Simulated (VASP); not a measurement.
Input of a VASP 6.6.1 run:

Contents of INCAR:

```
  ALGO = Normal
  EDIFF = 1E-7
  ENCUT = 520
  GGA = CA
  ISIF = 2
  ISMEAR = 0
  LASPH = T
  LCHARG = T
  LELF = T
  LREAL = F
  LVHAR = T
  LWAVE = F
  NBANDS = 14
  NELM = 60
  PREC = Accurate
  SIGMA = 0.15
```

KPOINTS

```
k-points
0
Gamma
  22 22 22
```

The input POSCAR:

```
Rh
1.0
    0.0000000000      1.9493094202      1.9493094202
    1.9493094202      0.0000000000      1.9493094202
    1.9493094202      1.9493094202      0.0000000000
Rh
1
Direct
    0.0000000000      0.0000000000      0.0000000000
```

Potentials or basis: VASP PAW LDA potentials, release 64 (Rh_pv).

Command:

```sh
$ cat potpaw_LDA.64/Rh_pv/POTCAR > POTCAR
$ mpirun -np 1 vasp_std > vasp.out
```

Task: Estimate the pressure.

Result: -26.3 GPa.

Task: Predict the band gap on the k mesh.

Result: Zero (an odd number of electrons rules out a gap without spin polarisation).

Caveat: the cell stands under tension.
